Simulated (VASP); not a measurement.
**ZnO: single point with PBE**

Crystal: ZnO.

```
Zn O
1.0
     3.34371    0.00000    0.00000
    -1.67185    2.89574    0.00000
     0.00000    0.00000    5.39774
Zn O
2 2
Direct
  0.33333 0.66667 0.99797
  0.66667 0.33333 0.49797
  0.33333 0.66667 0.37703
  0.66667 0.33333 0.87703
```

This cell differs from its parent crystal: volume changed by +6%.

```json
{
 "Program": "VASP 6.6.1",
 "Task": "single point",
 "Functional": "PBE",
 "Potentials or basis": "VASP PAW PBE potentials, release 64 (Zn, O)",
 "Cutoff": "520 eV",
 "k mesh": "9 × 9 × 4",
 "Occupations": "gaussian, width 0.01 eV",
 "Spin": "no spin polarisation"
}
```

- Pressure: -5.9 GPa
- Band gap on the k mesh: 0.64 eV, direct

Levels at points of the mesh, in eV from the valence-band top:
| k point | band 15 | band 16 | band 17 | band 18 | band 19 | band 20 | band 21 | band 22 |
| --- | --- | --- | --- | --- | --- | --- | --- | --- |
| (0.00, 0.00, 0.00) | -0.69 | -0.06 | 0.00 | 0.00 | 0.64 | 4.87 | 7.88 | 12.43 |
| (0.00, 0.00, 0.50) | -0.34 | -0.34 | -0.34 | -0.34 | 3.22 | 3.22 | 9.67 | 9.67 |

Wall time 75 s on 1 thread of Intel(R) Xeon(R) Platinum 8259CL CPU @ 2.50GHz (Skylake/Cascade Lake), on a shared host, peak memory 0.19 GiB.
